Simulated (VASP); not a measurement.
Write the native input for VASP 6.6.1 that does the following.

```
Task                   : single point
Functional             : PBE
Potentials or basis    : VASP PAW PBE potentials, release 64 (Si, Hf_pv)
Cutoff                 : 400 eV
k mesh                 : 1 × 1 × 1, shifted
Occupations            : fermi-dirac, width 0.05 eV
Spin                   : no spin polarisation
Dipole correction      : no
Further INCAR settings : LREAL = Auto; ALGO = Normal; EDIFF = 1e-06; NBANDS = 71; ISYM = -1
```

The structure of HfSi3 lies in POSCAR:

```
HfSi3
1.0
    6.7792930000     -0.0738530000     -0.2467120000
   -0.0738530000      7.0813630000     -0.0543890000
   -0.2467120000     -0.0543890000      7.0472650000
Si Hf
15 5
Direct
    0.0547590772      0.0305697538      0.8734928202
    0.3989641810      0.3367781764      0.9275187295
    0.9332189028      0.7163720286      0.3400570378
    0.5923829148      0.0986433625      0.4541580439
    0.4994538858      0.6750720492      0.6035423332
    0.6537165828      0.3944629878      0.7233939937
    0.4355551195      0.9472313246      0.9048116736
    0.1790785894      0.4680421188      0.4086056335
    0.1258493423      0.7373446040      0.6456534526
    0.4684576693      0.8234440878      0.2909869898
    0.2977644581      0.0172860493      0.5811467620
    0.6239927496      0.6238289161      0.0001704108
    1.0340856188      0.4239521903      0.8002174839
    0.9295176574      0.3713089641      0.1428761773
    0.7456842448      0.9148447625      0.7332150477
    0.1736278900      0.6768746087      0.0393621663
    0.7715368799     -0.0101714799      0.1251125352
    0.6008395000      0.4416380034      0.3146815912
    0.9370214875      0.1817326107      0.5258184133
    0.2425869357      0.1222424427      0.2186717475
```

These files were run (other wordings do the same):

INCAR

```
ALGO = Normal ; EDIFF = 1E-6
ENCUT = 400 ; GGA = PE
GGA_COMPAT = F ; ISIF = 2
ISMEAR = -1 ; ISYM = -1
LASPH = T ; LCHARG = F
LREAL = Auto ; LWAVE = F
NBANDS = 71 ; NELM = 120
PREC = Accurate ; SIGMA = 0.05
```

KPOINTS

```
explicit points
1
Reciprocal
  0.25000000   0.25000000   0.25000000 1
```

Potentials or basis: VASP PAW PBE potentials, release 64 (Si, Hf_pv).

The run is started by

```console
$ cat potpaw_PBE.64/Si/POTCAR potpaw_PBE.64/Hf_pv/POTCAR > POTCAR
$ mpirun -np 1 vasp_std > vasp.out
```

It gave:

| Quantity | Value |
| --- | --- |
| Pressure | 1.4 GPa |
| Largest force | 2.149 eV/Å |

Caveat: the atoms stand as in a frame of molecular dynamics.

Run time: 25 s on 1 thread of Intel(R) Xeon(R) 6975P-C (Granite Rapids), with other jobs on the host, peak memory 0.3 GiB.
